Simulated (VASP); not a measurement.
The system is Sb.

```
CELL_PARAMETERS angstrom
-1.57654 1.57654 2.71194
1.57654 -1.57654 2.71194
1.57654 1.57654 -2.71194
ATOMIC_POSITIONS crystal
Sb 0.00000 0.00000 0.00000
```

```yaml
Program: VASP 6.6.1
Task: relaxation of cell and atoms
Functional: PBEsol
Dispersion: D4
Potentials_or_basis: VASP PAW PBE potentials, release 64 (Sb)
Cutoff: 600 eV
k_mesh: 12 × 12 × 12
Occupations: fermi-dirac, width 0.05 eV
Spin: no spin polarisation
```

At the start: pressure -3.2 GPa; volume 26.96 Å³/atom.

Problem. How do energy, volume and symmetry change on relaxing?

Solution. Over 9 steps the energy falls by 18.8 meV/atom and the volume is 25.57 Å³/atom (-5.2 %); space group I4/mmm (No. 139, to 0.1 Å) before and after.

Step by step:
```tsv
step	energy change (eV)	largest force (eV/Å)	pressure (GPa)	volume (Å³)
1	0.0000	0.0000	-3.16	26.96
2	-0.0085	0.0000	2.33	24.94
3	-0.0135	0.0000	0.07	25.67
4	-0.0152	0.0000	0.09	25.62
5	-0.0186	0.0000	0.31	25.48
6	-0.0186	0.0000	0.39	25.44
7	-0.0186	0.0000	0.35	25.45
8	-0.0184	0.0000	-0.57	25.77
9	-0.0188	0.0000	-0.01	25.57
```

Final structure:
```
Sb
1.0
    -1.57703    1.57703    2.57056
     1.57703   -1.57703    2.57056
     1.57703    1.57703   -2.57056
Sb
1
Direct
  0.00000 0.00000 0.00000
```

Caveat: the PAW data sets were made with another functional, which shifts forces and pressure a little.
